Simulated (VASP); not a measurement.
# AlN (P6_3mc) in VASP: further runs, part 3 of 3

VASP 6.6.1. Earlier steps stand in the parts before.

### 5 Single point, HSE06

This run uses another cell than the first one, of 10.37 Å³/atom.

POSCAR

```
AlN
1.0
    3.1052039541      0.0000000000      0.0000000000
   -1.5526019771      2.6891855082      0.0000000000
    0.0000000000      0.0000000000      4.9684981505
Al N
2 2
Direct
    0.3333333333      0.6666666667     -0.0010252725
    0.6666666667      0.3333333333      0.4989747275
    0.3333333333      0.6666666667      0.3810252725
    0.6666666667      0.3333333333      0.8810252725
```

INCAR.step1

```
SYSTEM = AlN
ALGO = Normal
EDIFF = 1E-5
ENCUT = 520
GGA = PE
GGA_COMPAT = .FALSE.
ISIF = 2
ISMEAR = 0
LASPH = .TRUE.
LCHARG = .FALSE.
LREAL = .FALSE.
LWAVE = .TRUE.
NBANDS = 16
NELM = 120
PREC = Accurate
SIGMA = 0.02
```

INCAR.step2

```
SYSTEM = AlN
ALGO = Normal
EDIFF = 1E-6
ENCUT = 520
GGA = PE
GGA_COMPAT = .FALSE.
HFSCREEN = 0.2079
ISIF = 2
ISMEAR = 0
ISTART = 1
LASPH = .TRUE.
LCHARG = .FALSE.
LHFCALC = .TRUE.
LREAL = .FALSE.
LWAVE = .FALSE.
NBANDS = 16
NELM = 120
PREC = Accurate
PRECFOCK = Normal
SIGMA = 0.02
```

KPOINTS

```
k-points
0
G
  6 6 4
  0 0 0
```

Potentials or basis: VASP PAW PBE potentials, release 64 (Al, N).

Started as:

```
$ cat potpaw_PBE.64/Al/POTCAR potpaw_PBE.64/N/POTCAR > POTCAR
$ cp INCAR.step1 INCAR
$ mpirun -np 1 vasp_std > vasp.out
$ cp INCAR.step2 INCAR
$ mpirun -np 1 vasp_std > vasp.out
```

OUTCAR:

```text
SYSTEM = AlN
   EDIFF = 1E-6
   ENCUT = 520
   GGA = PE
   HFSCREEN = 0.2079
   ISIF = 2
   ISMEAR = 0
   ISTART = 1
   LASPH = .TRUE.
   LHFCALC = .TRUE.
   LREAL = .FALSE.
   NELM = 120
   PREC = Accurate
   PRECFOCK = Normal

 ion  position               nearest neighbor table
   1  0.333  0.667  0.999-   4 1.89   4 1.89   4 1.89   3 1.90   2 3.06   2 3.06   2 3.06   2 3.06
                             2 3.06   2 3.06
   2  0.667  0.333  0.499-   3 1.89   3 1.89   3 1.89   4 1.90   1 3.06   1 3.06   1 3.06   1 3.06
                             1 3.06   1 3.06
   3  0.333  0.667  0.381-   2 1.89   2 1.89   2 1.89   1 1.90
   4  0.667  0.333  0.881-   1 1.89   1 1.89   1 1.89   2 1.90

  LATTYP: Found a hexagonal cell.
 ALAT       =     3.1052039541
 C/A-ratio  =     1.6000553342

  Lattice vectors:

 A1 = (   3.1052039541,   0.0000000000,   0.0000000000)
 A2 = (  -1.5526019771,   2.6891855082,   0.0000000000)
 A3 = (   0.0000000000,   0.0000000000,   4.9684981505)

Analysis of symmetry for initial positions (statically):
=====================================================================
 Subroutine PRICEL returns:
 Original cell was already a primitive cell.

 Routine SETGRP: Setting up the symmetry group for a
 hexagonal supercell.

 Subroutine GETGRP returns: Found 12 space group operations
 (whereof  6 operations were pure point group operations)
 out of a pool of 24 trial point group operations.

The static configuration has the point symmetry C_3v.
 The point group associated with its full space group is C_6v.

Analysis of symmetry for dynamics (positions and initial velocities):
=====================================================================
 Subroutine PRICEL returns:
 Original cell was already a primitive cell.

 Routine SETGRP: Setting up the symmetry group for a
 hexagonal supercell.

[... 133 lines left out ...]
   ENCUT4O =  -1.0   cutoff for four orbital integrals eV
   NKREDX  =     1    reduce k-point grid by
   NKREDY  =     1    reduce k-point grid by
   NKREDZ  =     1    reduce k-point grid by
   AEXX    =    0.2500 exact exchange contribution
   HFSCREEN=    0.2079 screening length (either q_TF or 0.3 A-1)
   HFSCREENC=   0.2079 screening length for correlation (either q_TF or 0.3 A-1)
   ENCUTFOCK=  -1.0 apply spherical cutoff to Coloumb kernel
   IVDW    =     0    specifies the selected vdW correction
   LEPSILON=     F    determine dielectric tensor
   LRPA    =     F    only Hartree local field effects (RPA)
 non-spin polarized calculation
 Gauss-broadening in eV      SIGMA  =   0.02
  energy-cutoff  :      520.00
  volume of cell :       41.49
 maximum number of plane-waves:      1132
 NGX is ok and might be reduce to    24
  NGX = 18; NGY = 18; NGZ = 28

 number of electron      15.9999996 magnetization

 Free energy of the ion-electron system (eV)
  ---------------------------------------------------
  ext. energy  EPLUGINS =         0.00000000
  ---------------------------------------------------
  free energy    TOTEN  =       -34.89501402 eV

  energy without entropy =      -34.89501402  energy(sigma->0) =      -34.89501402

 E-fermi :   5.4554     XC(G=0):  -9.0184

 val. band max:        5.3176565210   @ k =   0.0000   0.0000   0.0000
 cond. band min:      10.9281613875   @ k =   0.0000   0.0000   0.0000
 fundamental gap:      5.6105048665
 Fermi energy:         5.4554163024

 k-point     1 :       0.0000    0.0000    0.0000
  band No.  band energies     occupation
      1     -11.4373      2.00000
      2      -9.1243      2.00000
      3      -1.2261      2.00000
      4       4.3403      2.00000
      5       4.3403      2.00000
      6       5.0685      2.00000
[... 376 lines left out ...]
      3       0.0299      2.00000
      4       0.0299      2.00000
      5       1.1080      2.00000
      6       1.1080      2.00000
[... 8 lines left out ...]
     15      20.8659      0.00000
     16      20.8659      0.00000

------------------------ aborting loop because EDIFF is reached ----------------------------------------

  FORCE on cell =-STRESS in cart. coord.  units (eV):
  Direction    XX          YY          ZZ          XY          YZ          ZX
  --------------------------------------------------------------------------------------
  -------------------------------------------------------------------------------------
  Total       -0.0601613     -0.0601613     -0.0223953      0.0000000      0.0000000      0.0000000
  in kB       -2.3232259     -2.3232259     -0.8648319      0.0000000      0.0000000      0.0000000
  external PRESSURE =      -1.8370945 kB  Pullay stress =       0.0000000 kB

 VOLUME and BASIS-vectors are now :
 -----------------------------------------------------------------------------
  energy-cutoff  :      520.00
  volume of cell :       41.49
      direct lattice vectors                 reciprocal lattice vectors
     3.105203954  0.000000000  0.000000000     0.322040038  0.185929903  0.000000000
    -1.552601977  2.689185508  0.000000000     0.000000000  0.371859805  0.000000000
     0.000000000  0.000000000  4.968498151     0.000000000  0.000000000  0.201268063

 POSITION                                       TOTAL-FORCE (eV/Angst)
 -----------------------------------------------------------------------------------
     -0.00000      1.79279      4.96340         0.000000      0.000000      0.002722
      1.55260      0.89640      2.47916         0.000000     -0.000000      0.002722
     -0.00000      1.79279      1.89312        -0.000000      0.000000     -0.002722
      1.55260      0.89640      4.37737         0.000000      0.000000     -0.002722
 -----------------------------------------------------------------------------------
    total drift:                                0.000000     -0.000001     -0.000555

  FREE ENERGIE OF THE ION-ELECTRON SYSTEM (eV)
  ---------------------------------------------------
  free  energy   TOTEN  =       -34.8950140205 eV

  energy  without entropy=      -34.8950140205  energy(sigma->0) =      -34.89501402
```

OSZICAR.step1:

```text
N       E                     dE             d eps       ncg     rms          rms(c)
DAV:   1     0.404990053011E+02    0.40499E+02   -0.73459E+03   672   0.899E+02
DAV:   2    -0.312247944623E+02   -0.71724E+02   -0.65800E+02   976   0.187E+02
DAV:   3    -0.345174404135E+02   -0.32926E+01   -0.32847E+01   792   0.420E+01
DAV:   4    -0.345376193444E+02   -0.20179E-01   -0.20178E-01   888   0.364E+00
DAV:   5    -0.345378919977E+02   -0.27265E-03   -0.27265E-03   808   0.425E-01    0.122E+01
DAV:   6    -0.297515250046E+02    0.47864E+01   -0.10660E+01   792   0.237E+01    0.418E+00
DAV:   7    -0.297745865954E+02   -0.23062E-01   -0.69250E-01   720   0.585E+00    0.296E+00
DAV:   8    -0.297672939747E+02    0.72926E-02   -0.59908E-02   744   0.225E+00    0.583E-01
DAV:   9    -0.297622935777E+02    0.50004E-02   -0.12249E-02   872   0.817E-01    0.245E-01
DAV:  10    -0.297629251255E+02   -0.63155E-03   -0.23585E-03   720   0.301E-01    0.132E-01
DAV:  11    -0.297628404825E+02    0.84643E-04   -0.18453E-04   792   0.104E-01    0.326E-02
DAV:  12    -0.297628436246E+02   -0.31421E-05   -0.11532E-05   608   0.276E-02
   1 F= -.29762844E+02 E0= -.29762844E+02  d E =-.554026E-29
```

It took 21 min on 1 thread of AMD EPYC 7R43 (Zen 3), shared host; peak memory 0.22 GiB.

What came out:

```yaml
Free_energy: -34.8950 eV
Pressure: -0.2 GPa
Band_gap_on_the_k_mesh: 5.61 eV
```

Forces in eV/Å, atoms in the order of the input:
```
Al   0.000  0.000  0.003
Al   0.000  0.000  0.003
N    0.000  0.000 -0.003
N    0.000  0.000 -0.003
```

Stress tensor (GPa, compression positive):
```
-0.23  0.00  0.00
 0.00 -0.23  0.00
 0.00  0.00 -0.09
```

Levels at points of the mesh, in eV from the valence-band top:
```tsv
k point	band 5	band 6	band 7	band 8	band 9	band 10	band 11	band 12
(0.00, 0.00, 0.00)	-0.98	-0.25	-0.25	0.00	5.61	8.17	12.52	12.79
(0.50, 0.00, 0.00)	-3.66	-2.33	-1.91	-0.78	7.18	7.18	9.77	12.11
(0.00, 0.00, 0.50)	-0.62	-0.62	-0.62	-0.62	7.99	7.99	12.05	12.05
(0.50, 0.00, 0.50)	-1.64	-1.64	-1.50	-1.50	6.66	6.66	10.82	10.82
```

Caveat: the PAW data sets were made with another functional, which shifts forces and pressure a little.

### 6 Overview

```tsv
task	cell	cutoff (eV)	gap on the mesh (eV)	pressure (GPa)
relaxation of cell and atoms	relaxed from a = 3.113, b = 3.113, c = 4.981 Å, angles 90.0, 90.0, 120.0°, 4 atoms, atomic positions A	600	5.62	0.0
single point	a = 3.076, b = 3.076, c = 4.911 Å, angles 90.0, 90.0, 120.0°, 4 atoms, atomic positions B	520	5.89	6.7
single point	a = 3.134, b = 3.134, c = 5.023 Å, angles 90.0, 90.0, 120.0°, 4 atoms, atomic positions A	520	5.33	-6.1
single point	a = 3.105, b = 3.105, c = 4.968 Å, angles 90.0, 90.0, 120.0°, 4 atoms, atomic positions A	520	5.61	-0.2
```

Alike in all rows: level HSE06; potentials or basis VASP PAW PBE potentials, release 64 (Al, N); no spin polarisation; k mesh 6 × 6 × 4; smearing gaussian 0.02 eV.

Caveats: the PAW data sets were made with another functional, which shifts forces and pressure a little; the cell stands under pressure (at least some runs); the cell stands under tension (at least some runs).

Total energies depend on the potentials used, so only differences within one code and one set of settings carry meaning.

### 7 Comparison with measurements

Step 5. A measured gap of AlN is 6.0343 eV (an exciton energy, a little under the gap; 0 K; quoted in “Structural and optical properties of self-assembled AlN nanowires grown on SiO2/Si substrates by molecular beam epitaxy”, 2024, arxiv:2402.00216); the calculated 5.61 eV misses it by -0.42 eV. 2 values of this kind are on record (6.034 to 6.0343 eV); this one was drawn at random. The value is that of HSE06, without temperature or zero-point motion.
